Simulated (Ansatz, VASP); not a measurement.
# Na in VASP and in Ansatz

File INCAR:

```
SYSTEM = Na
ALGO = Normal ; EDIFF = 1E-6
ENCUT = 500 ; GGA = PS
GGA_COMPAT = .FALSE. ; ISIF = 2
ISMEAR = -1 ; LASPH = .TRUE.
LCHARG = .TRUE. ; LELF = .TRUE.
LREAL = .FALSE. ; LVHAR = .TRUE.
LWAVE = .FALSE. ; NBANDS = 10
NELM = 120 ; PREC = Accurate
SIGMA = 0.05
```

File KPOINTS:

```
k-points
0
G
  12 12 12
  0 0 0
```

POSCAR

```
Na
1.0
   -2.0683584369      2.0683584369      2.0683584369
    2.0683584369     -2.0683584369      2.0683584369
    2.0683584369      2.0683584369     -2.0683584369
Na
1
Direct
    0.0000000000      0.0000000000      0.0000000000
```

Input for Ansatz:

```yaml
crystal:
  lattice:
    - [-2.0683584369, 2.0683584369, 2.0683584369]
    - [2.0683584369, -2.0683584369, 2.0683584369]
    - [2.0683584369, 2.0683584369, -2.0683584369]
  atoms:
    - { symbol: Na, position: [0.0, 0.0, 0.0] }
kpoints:
  mp_grid: { grid: [12, 12, 12] }
scf:
  occupations: { method: fermi_dirac, width: 0.05 }
hamiltonian:
  xc: pbesol
  pseudopotentials: { kind: all_electron, lapw: { basis_error: 0.00025 } }
output:
  forces: true
  stress: true
  eigenvalues: true
```

Change from the starting cell: volume scaled by 0.95.

Alike in both runs: task single point; functional PBEsol; k mesh 12 × 12 × 12; occupations fermi-dirac, width 0.05 eV; no spin polarisation.

|  | VASP | Ansatz |
| --- | --- | --- |
| version | VASP 6.6.1 | Ansatz 0.2.0 |
| potentials or method | VASP PAW PBE potentials, release 64 (Na_pv), cutoff 500 eV | all-electron LAPW, scalar-relativistic |

|  | VASP | Ansatz | Ansatz less VASP |
| --- | --- | --- | --- |
| pressure (GPa) | 0.2 | 0.2 | +0.04 |

VASP's potentials were made for PBE, not for PBEsol. Ansatz ran all-electron here, and VASP with PAW potentials.
